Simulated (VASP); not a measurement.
Input of a VASP 6.6.1 run:

Contents of POSCAR:

```
Nb
1.0
   -1.6639500000      1.6639500000      1.6639500000
    1.6639500000     -1.6639500000      1.6639500000
    1.6639500000      1.6639500000     -1.6639500000
Nb
1
Direct
    0.0000000000      0.0000000000      0.0000000000
```

The input INCAR.step1:

```
PREC = Accurate ; ENCUT = 500
EDIFF = 1E-5 ; ISMEAR = -1
SIGMA = 0.05 ; LREAL = F
LASPH = T ; NELM = 120
ALGO = Normal ; LWAVE = T
LCHARG = F ; GGA = PE
NBANDS = 12 ; GGA_COMPAT = F
IBRION = 2 ; ISIF = 3
EDIFFG = -0.005 ; NELMIN = 4
NSW = 100
```

File INCAR.step2:

```
PREC = Accurate ; ENCUT = 500
EDIFF = 1E-7 ; ISMEAR = -1
SIGMA = 0.05 ; LREAL = F
LASPH = T ; NELM = 120
ALGO = Normal ; ISIF = 3
LWAVE = F ; LCHARG = F
GGA = PS ; LHFCALC = T
AEXX = 0.25 ; PRECFOCK = Normal
IBRION = 2 ; NSW = 60
EDIFFG = -0.01 ; ISTART = 1
GGA_COMPAT = F ; NELMIN = 4
```

Contents of KPOINTS:

```
Automatic mesh
0
Gamma
  6 6 6
```

Potentials or basis: VASP PAW PBE potentials, release 64 (Nb_sv).

Run with:

```sh
$ cat potpaw_PBE.64/Nb_sv/POTCAR > POTCAR
$ cp INCAR.step1 INCAR
$ mpirun -np 1 vasp_std > vasp.out
$ cp INCAR.step2 INCAR
$ mpirun -np 1 vasp_std > vasp.out
```

(1) What does it give for the space group after relaxing (to 0.1 Å)?

(2) Estimate the band gap on the k mesh.

Answers

(1) Im-3m (No. 229).

(2) zero (an odd number of electrons rules out a gap without spin polarisation).
